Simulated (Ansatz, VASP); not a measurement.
**One calculation of AlSi2B, two programs**

File INCAR:

```
SYSTEM = AlSi2B
PREC = Accurate
ENCUT = 600
EDIFF = 1E-7
ISMEAR = 0
SIGMA = 0.1
LREAL = .FALSE.
LASPH = .TRUE.
NELM = 60
ALGO = Normal
ISIF = 3
LWAVE = .FALSE.
LCHARG = .FALSE.
GGA = PE
IBRION = 2
NSW = 90
EDIFFG = -0.04
```

The input KPOINTS:

```
regular mesh
0
G
  6 6 4
  0 0 0
```

The input POSCAR:

```
AlSi2B
1.0
    3.1574923400      0.0000000000      0.0000000000
   -1.5787461700      2.7344685800      0.0000000000
    0.0000000000      0.0000000000      7.4031388800
Al Si B
1 2 1
Direct
    0.0000000000      0.0000000000      0.0000000000
    0.3333333300      0.6666666700      0.2654210200
    0.3333333300      0.6666666700      0.7345789800
    0.6666666700      0.3333333300      0.5000000000
```

Input for Ansatz:

```yaml
crystal:
  lattice:
    - [3.15749234, 0.0, 0.0]
    - [-1.57874617, 2.73446858, 0.0]
    - [0.0, 0.0, 7.40313888]
  atoms:
    - { symbol: Al, position: [0.0, 0.0, 0.0] }
    - { symbol: Si, position: [0.33333333, 0.66666667, 0.26542102] }
    - { symbol: Si, position: [0.33333333, 0.66666667, 0.73457898] }
    - { symbol: B, position: [0.66666667, 0.33333333, 0.5] }
basis:
  ecutwfc: 420
kpoints:
  mp_grid: { grid: [6, 6, 4] }
hamiltonian:
  xc: pbe
scf:
  occupations: { method: gaussian, width: 0.1 }
  lower_state_search: "off"
output:
  forces: true
  stress: true
  eigenvalues: true
relax:
  adjacent_minimum: "off"
  f_tol: 0.04
  max_steps: 70
  cell: { stress_tol: 0.4 }
```

Alike in both runs: task relaxation of cell and atoms; functional PBE; k mesh 6 × 6 × 4; occupations gaussian, width 0.1 eV; no spin polarisation.

```csv
,VASP,Ansatz
version,VASP 6.6.1,Ansatz 0.2.0
potentials or method,"VASP PAW PBE potentials, release 64 (Al, Si, B), cutoff 600 eV","scalar-relativistic, plane waves, PAW"
valence electrons in the cell,14,14
```

|  | VASP | Ansatz | Ansatz less VASP |
| --- | --- | --- | --- |
| gap on the k mesh at the Fermi level, each at its own relaxed structure (eV) | none | none | - |
| relaxed volume (Å³/atom) | 13.48 | 13.51 | +0.032 |
| relaxed cell length with the largest relative difference (Å) | 6.423 | 6.431 | +0.0072 |

A gap of «none» marks a metal or a gap that the smearing closes.

The k mesh is coarse, so the values compare programs but aren't converged. Noted on VASP's run: the volume moved by over 15 % at a fixed basis, so the end points are rough.
